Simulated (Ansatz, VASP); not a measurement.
One calculation of Al3GaN4, two programs

```
Al Ga N
1.0
     4.07262    0.00000    0.00000
     0.00000    4.07262    0.00000
     0.00000    0.00000    4.88551
Al Ga N
3 1 4
Direct
  0.50000 0.50000 0.00000
  0.50000 0.00000 0.50000
  0.00000 0.50000 0.50000
  0.00000 0.00000 0.00000
  0.74471 0.74471 0.25529
  0.74471 0.25529 0.74471
  0.25529 0.74471 0.74471
  0.25529 0.25529 0.25529
```

Alike in both runs: task single point; functional PBEsol; k mesh 6 × 6 × 6; occupations gaussian, width 0.05 eV; no spin polarisation.

|  | VASP | Ansatz |
| --- | --- | --- |
| version | VASP 6.6.1 | Ansatz 0.2.0 |
| potentials or method | VASP PAW PBE potentials, release 64 (Al, Ga_d, N), cutoff 520 eV | scalar-relativistic, plane waves, PAW |
| valence electrons in the cell | 42 | 42 |

```csv
,VASP,Ansatz,Ansatz less VASP
gap on the k mesh at the Fermi level (eV),2.61,2.61,+0.007
least direct gap on the mesh (eV),2.75,2.76,+0.006
pressure (GPa),9.6,9.6,+0.02
"traceless stress, the component that is largest in VASP (GPa)",-25.64,-25.56,+0.071
rms of the force components (eV/Å),0.071,0.070,-0.0010
```

VASP's potentials were made for PBE, not for PBEsol. Atom by atom the forces differ by 0.005 eV/Å (rms over components). With one functional, cell and mesh, what is left measures potentials, basis and numerics.
